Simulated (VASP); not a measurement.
The system is Ge.

```
Ge
1.0
    -2.57449    2.57449    1.39741
     2.57449   -2.57449    1.39741
     2.57449    2.57449   -1.39741
Ge
2
Direct
  0.25000 0.75000 0.50000
  0.50000 0.50000 0.00000
```

Base run:

```yaml
Program: VASP 6.6.1
Functional: PBEsol
Potentials_or_basis: VASP PAW PBE potentials, release 64 (Ge_d)
Cutoff: 500 eV
k_mesh: 11 × 11 × 7
Occupations: fermi-dirac, width 0.5 eV
Spin: no spin polarisation
```

Its results: band gap on the k mesh zero (bands 14 and 15 overlap by 4.90 eV); pressure 0.9 GPa.

Q: The run is repeated on the same cell with these changes: occupations from fermi-dirac, width 0.5 eV to fermi-dirac, width 0.2 eV. What comes out?

A: Band gap on the k mesh zero (bands 14 and 15 overlap by 4.89 eV); pressure -0.5 GPa.

Caveats: the PAW data sets were made with another functional, which shifts forces and pressure a little; so wide a smearing shifts energies and pressures (at least some runs).
